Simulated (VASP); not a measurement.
Input of a VASP 6.6.1 run:

INCAR

```
SYSTEM = Li4TmGe
  PREC = Accurate
  ENCUT = 750
  EDIFF = 1E-6
  ISMEAR = 0
  SIGMA = 0.1
  LREAL = .FALSE.
  LASPH = .TRUE.
  NELM = 200
  ALGO = Normal
  ISIF = 2
  LWAVE = .FALSE.
  LCHARG = .FALSE.
  GGA = PE
  NBANDS = 26
  GGA_COMPAT = .FALSE.
  LMAXMIX = 6
```

KPOINTS

```
Automatic mesh
0
G
  10 8 4
  0 0 0
```

Contents of POSCAR:

```
Li4TmGe
1.0
    3.4123415950      0.0000000000      0.0000000000
    0.0000000000      4.7334046872      0.0000000000
    0.0000000000      0.0000000000      7.9899087138
Li Tm Ge
4 1 1
Direct
    0.5000000000      0.5000000000      0.7112999051
    0.5000000000      0.5000000000      0.2887000949
    0.0000000000      0.0000000000      0.6613996346
    0.0000000000      0.0000000000      0.3386003654
    0.5000000000      0.0000000000      0.0000000000
    0.0000000000      0.5000000000      0.0000000000
```

Potentials or basis: VASP PAW PBE potentials, release 64 (Li_sv, Tm_3, Ge_d), 4f in core.

Run with:

```console
$ cat potpaw_PBE.64/Li_sv/POTCAR potpaw_PBE.64/Tm_3/POTCAR potpaw_PBE.64/Ge_d/POTCAR > POTCAR
$ mpirun -np 1 vasp_std > vasp.out
```

Q: What does it give for the band gap on the k mesh?

A: Zero (an odd number of electrons rules out a gap without spin polarisation).

Q: Estimate the pressure.

A: 0.1 GPa.

Stress tensor (GPa, compression positive):
```
0.10 0.00 0.00
0.00 0.10 0.00
0.00 0.00 0.03
```

Caveat: spin-orbit coupling is left out, which moves the levels of the heavy elements; the 4f electrons are frozen in the core, so they carry no moment and show no levels. Spin polarisation is off, so any magnetic state and its effect on volume and gap are missing.
